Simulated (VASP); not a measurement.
# KTaO3 (Pm-3m) in VASP: further runs

The runs below take KTaO3 through single point, with HSE06, PBE.

Everything below comes from runs of VASP 6.6.1. Logs are shortened: lines on timing, memory, paths and dates and some standing lists are left out, and cuts for length are marked.

### 1 The cell of the first run

It takes space group Pm-3m (No. 221, cubic). The conventional cell has a = 4.024 Å, b = 4.024 Å, c = 4.024 Å, α = 90.00°, β = 90.00°, γ = 90.00°. K (site symmetry m-3m) has 12 O at 2.85 Å and 8 Ta at 3.49 Å within 3.7 Å. Within 2.7 Å of Ta (site symmetry m-3m) lie 6 O at 2.01 Å. Within 2.7 Å of O (site symmetry 4/mmm) lie 2 Ta at 2.01 Å.

### 2 Single point, HSE06

POSCAR reads:

```
KTaO3
1.0
    4.0244030898      0.0000000000      0.0000000000
    0.0000000000      4.0244030898      0.0000000000
    0.0000000000      0.0000000000      4.0244030898
K Ta O
1 1 3
Direct
    0.0000000000      0.0000000000      0.0000000000
    0.5000000000      0.5000000000      0.5000000000
    0.0000000000      0.5000000000      0.5000000000
    0.5000000000      0.5000000000      0.0000000000
    0.5000000000      0.0000000000      0.5000000000
```

INCAR.step1 reads:

```
PREC     = Accurate       # precision mode
ENCUT    = 520            # plane-wave cutoff, eV
EDIFF    = 1E-5           # SCF threshold, eV
ISMEAR   = 0              # smearing method
SIGMA    = 0.05           # smearing width, eV
LREAL    = False          # projectors in reciprocal space
LASPH    = True           # aspherical terms in the spheres
NELM     = 60             # most SCF steps
ALGO     = Normal         # electronic algorithm
ISIF     = 2              # what is computed and relaxed
LWAVE    = True           # write WAVECAR
GGA      = PE             # functional
NBANDS   = 27             # bands
```

INCAR.step2 reads:

```
PREC     = Accurate       # precision mode
ENCUT    = 520            # plane-wave cutoff, eV
EDIFF    = 1E-6           # SCF threshold, eV
ISMEAR   = 0              # smearing method
SIGMA    = 0.05           # smearing width, eV
LREAL    = False          # projectors in reciprocal space
LASPH    = True           # aspherical terms in the spheres
NELM     = 60             # most SCF steps
ALGO     = Normal         # electronic algorithm
ISIF     = 2              # what is computed and relaxed
LWAVE    = False          # write WAVECAR
LCHARG   = True           # write CHGCAR
GGA      = PE             # functional
LHFCALC  = True           # exact exchange
HFSCREEN = 0.2079         # screening, 1/A
PRECFOCK = Fast         
LELF     = True           # ELF
LVHAR    = True         
ISTART   = 1            
NBANDS   = 27             # bands
```

KPOINTS reads:

```
regular mesh
0
Gamma
  4 4 4
```

Potentials or basis: VASP PAW PBE potentials, release 64 (K_sv, Ta_pv, O).

On the command line:

```sh
> cat potpaw_PBE.64/K_sv/POTCAR potpaw_PBE.64/Ta_pv/POTCAR potpaw_PBE.64/O/POTCAR > POTCAR
> cp INCAR.step1 INCAR
> mpirun -np 1 vasp_std > vasp.out
> cp INCAR.step2 INCAR
> mpirun -np 1 vasp_std > vasp.out
```

OUTCAR:

```text
PREC = Accurate
   ENCUT = 520
   EDIFF = 1E-6
   ISMEAR = 0
   LREAL = False
   LASPH = True
   NELM = 60
   ISIF = 2
   GGA = PE
   LHFCALC = True
   HFSCREEN = 0.2079
   PRECFOCK = Fast
   ISTART = 1

 ion  position               nearest neighbor table
   1  0.000  0.000  0.000-   3 2.85   4 2.85   5 2.85   3 2.85   5 2.85   3 2.85   4 2.85   3 2.85
                             4 2.85   5 2.85   5 2.85   4 2.85   2 3.49   2 3.49   2 3.49   2 3.49
   2  0.500  0.500  0.500-   3 2.01   4 2.01   5 2.01   4 2.01   5 2.01   3 2.01   1 3.49   1 3.49
                             1 3.49   1 3.49   1 3.49   1 3.49   1 3.49   1 3.49
   3  0.000  0.500  0.500-   2 2.01   2 2.01   1 2.85   1 2.85   1 2.85   1 2.85
   4  0.500  0.500  0.000-   2 2.01   2 2.01   1 2.85   1 2.85   1 2.85   1 2.85
   5  0.500  0.000  0.500-   2 2.01   2 2.01   1 2.85   1 2.85   1 2.85   1 2.85

  LATTYP: Found a simple cubic cell.
 ALAT       =     4.0244030898

  Lattice vectors:

 A1 = (   4.0244030898,   0.0000000000,   0.0000000000)
 A2 = (   0.0000000000,   4.0244030898,   0.0000000000)
 A3 = (   0.0000000000,   0.0000000000,   4.0244030898)

Analysis of symmetry for initial positions (statically):
=====================================================================
 Subroutine PRICEL returns:
 Original cell was already a primitive cell.

 Routine SETGRP: Setting up the symmetry group for a
 simple cubic supercell.

 Subroutine GETGRP returns: Found 48 space group operations
 (whereof 48 operations were pure point group operations)
 out of a pool of 48 trial point group operations.

The static configuration has the point symmetry O_h .

Analysis of symmetry for dynamics (positions and initial velocities):
=====================================================================
 Subroutine PRICEL returns:
 Original cell was already a primitive cell.

 Routine SETGRP: Setting up the symmetry group for a
 simple cubic supercell.

 Subroutine GETGRP returns: Found 48 space group operations
 (whereof 48 operations were pure point group operations)
 out of a pool of 48 trial point group operations.

The dynamic configuration has the point symmetry O_h .

 Subroutine INISYM returns: Found 48 space group operations
 (whereof 48 operations are pure point group operations),
 and found     1 'primitive' translations

----------------------------------------------------------------------------------------
[... 93 lines left out ...]
   TEBEG  =    0.0;   TEEND  =   0.0 temperature during run
   PSTRESS=    0.0 pullay stress
   NELECT =      38.0000    total number of electrons
   NUPDOWN=      -1.0000    fix difference up-down
   EMIN   =  10.00;   EMAX   =-10.00  energy-range for DOS
   EFERMI =   0.00;   METHOD = LEGACY
   ISMEAR =     0;   SIGMA  =   0.05  broadening in eV -4-tet -1-fermi 0-gaus
   EFERMI_NEDOS =   21; number of points for ismear=-14 and -15
   IALGO  =     38    algorithm
   IMIX   =      1    mixing-type and parameters
     AMIX     =   0.40;   BMIX     =  1.00
     AMIX_MAG =   1.60;   BMIX_MAG =  1.00
  volume/ion in A,a.u.               =      13.04        87.97
  Fermi-wavevector in a.u.,A,eV,Ry     =   1.367628  2.584442 25.448412  1.870406
  Thomas-Fermi vector in A             =   2.493663
   LORBIT       =      0    0 simple, 1 ext, 2 COOP (PROOUT), +10 PAW based schemes
   GGA     = PE    functional components
   LHFCALC =     T    Hartree Fock is set to
   PRECFOCK=fast      Normal, Fast or Accurate (Low or Medium for compatibility)
   ENCUT4O =  -1.0   cutoff for four orbital integrals eV
   NKREDX  =     1    reduce k-point grid by
   NKREDY  =     1    reduce k-point grid by
   NKREDZ  =     1    reduce k-point grid by
   AEXX    =    0.2500 exact exchange contribution
   HFSCREEN=    0.2079 screening length (either q_TF or 0.3 A-1)
   HFSCREENC=   0.2079 screening length for correlation (either q_TF or 0.3 A-1)
   ENCUTFOCK=  -1.0 apply spherical cutoff to Coloumb kernel
   IVDW    =     0    specifies the selected vdW correction
   LEPSILON=     F    determine dielectric tensor
   LRPA    =     F    only Hartree local field effects (RPA)
 non-spin polarized calculation
 Gauss-broadening in eV      SIGMA  =   0.05
  energy-cutoff  :      520.00
  volume of cell :       65.18
 maximum number of plane-waves:      1763
 NGX is ok and might be reduce to    30
  NGX = 16; NGY = 16; NGZ = 16

 number of electron      37.9999979 magnetization

 Free energy of the ion-electron system (eV)
  ---------------------------------------------------
  ext. energy  EPLUGINS =         0.00000000
  ---------------------------------------------------
  free energy    TOTEN  =       -49.33525904 eV

  energy without entropy =      -49.33525904  energy(sigma->0) =      -49.33525904

 E-fermi :   0.8515     XC(G=0):  -8.8243

 val. band max:        0.5254493292   @ k =   0.5000   0.5000   0.5000
 cond. band min:       3.9324399640   @ k =   0.0000   0.0000   0.0000
 fundamental gap:      3.4069906348
 Fermi energy:         0.8515426068

 k-point     1 :       0.0000    0.0000    0.0000
  band No.  band energies     occupation
      1     -35.6965      2.00000
      2     -35.6965      2.00000
      3     -35.6965      2.00000
      4     -28.7365      2.00000
      5     -18.5743      2.00000
      6     -17.8441      2.00000
[... 289 lines left out ...]
     26      12.9233      0.00000
     27      14.8103      0.00000

------------------------ aborting loop because EDIFF is reached ----------------------------------------

  FORCE on cell =-STRESS in cart. coord.  units (eV):
  Direction    XX          YY          ZZ          XY          YZ          ZX
  --------------------------------------------------------------------------------------
  -------------------------------------------------------------------------------------
  Total       -2.1997943     -2.1997943     -2.1997943      0.0000000      0.0000000     -0.0000000
  in kB      -54.0739671    -54.0739671    -54.0739671      0.0000000      0.0000000     -0.0000000
  external PRESSURE =     -54.0739671 kB  Pullay stress =       0.0000000 kB

 VOLUME and BASIS-vectors are now :
 -----------------------------------------------------------------------------
  energy-cutoff  :      520.00
  volume of cell :       65.18
      direct lattice vectors                 reciprocal lattice vectors
     4.024403090  0.000000000  0.000000000     0.248484055  0.000000000  0.000000000
     0.000000000  4.024403090  0.000000000     0.000000000  0.248484055  0.000000000
     0.000000000  0.000000000  4.024403090     0.000000000  0.000000000  0.248484055

 POSITION                                       TOTAL-FORCE (eV/Angst)
 -----------------------------------------------------------------------------------
      0.00000      0.00000      0.00000         0.000000      0.000000      0.000000
      2.01220      2.01220      2.01220         0.000000      0.000000      0.000000
      0.00000      2.01220      2.01220         0.000000      0.000000      0.000000
      2.01220      2.01220      0.00000         0.000000      0.000000      0.000000
      2.01220      0.00000      2.01220         0.000000      0.000000      0.000000
 -----------------------------------------------------------------------------------
    total drift:                                0.000000      0.000000      0.000000

  FREE ENERGIE OF THE ION-ELECTRON SYSTEM (eV)
  ---------------------------------------------------
  free  energy   TOTEN  =       -49.3352590423 eV

  energy  without entropy=      -49.3352590423  energy(sigma->0) =      -49.33525904
```

OUTCAR.step1:

```text
PREC = Accurate
   ENCUT = 520
   EDIFF = 1E-5
   ISMEAR = 0
   LREAL = False
[... 518 lines left out ...]
      2.01220      2.01220      2.01220         0.000000      0.000000      0.000000
      0.00000      2.01220      2.01220         0.000000      0.000000      0.000000
      2.01220      2.01220      0.00000         0.000000      0.000000      0.000000
      2.01220      0.00000      2.01220         0.000000      0.000000      0.000000
 -----------------------------------------------------------------------------------
    total drift:                                0.000000      0.000000     -0.000000

  FREE ENERGIE OF THE ION-ELECTRON SYSTEM (eV)
  ---------------------------------------------------
  free  energy   TOTEN  =       -41.0422640748 eV

  energy  without entropy=      -41.0422640748  energy(sigma->0) =      -41.04226407
```

Wall time 7.9 min (1 thread of Intel Xeon Platinum 8488C (Sapphire Rapids), shared host); peak memory 0.28 GiB.

What came out:

| Quantity | Value |
| --- | --- |
| Free energy | -49.3353 eV |
| Pressure | -5.4 GPa |
| Band gap on the k mesh | 3.41 eV, indirect (least direct gap 4.07 eV) |

Levels at points of the mesh, in eV from the valence-band top:
```
           k point  band 16  band 17  band 18  band 19  band 20  band 21  band 22  band 23
(0.00, 0.00, 0.00)    -1.09    -0.66    -0.66    -0.66     3.41     3.41     3.41     7.88
(0.50, 0.00, 0.00)    -2.23    -1.53    -0.89    -0.89     3.56     6.34     6.34     7.92
(0.50, 0.50, 0.00)    -1.87    -1.51    -1.51    -0.04     6.38     6.38     7.78     8.87
(0.50, 0.50, 0.50)    -4.12     0.00     0.00     0.00     7.91     7.91     7.91    10.65
```

Caveat: the PAW data sets were made with another functional, which shifts forces and pressure a little; spin-orbit coupling is left out, which moves the levels of the heavy elements. A k mesh can miss the band edges.

[end of part 1 of 2]
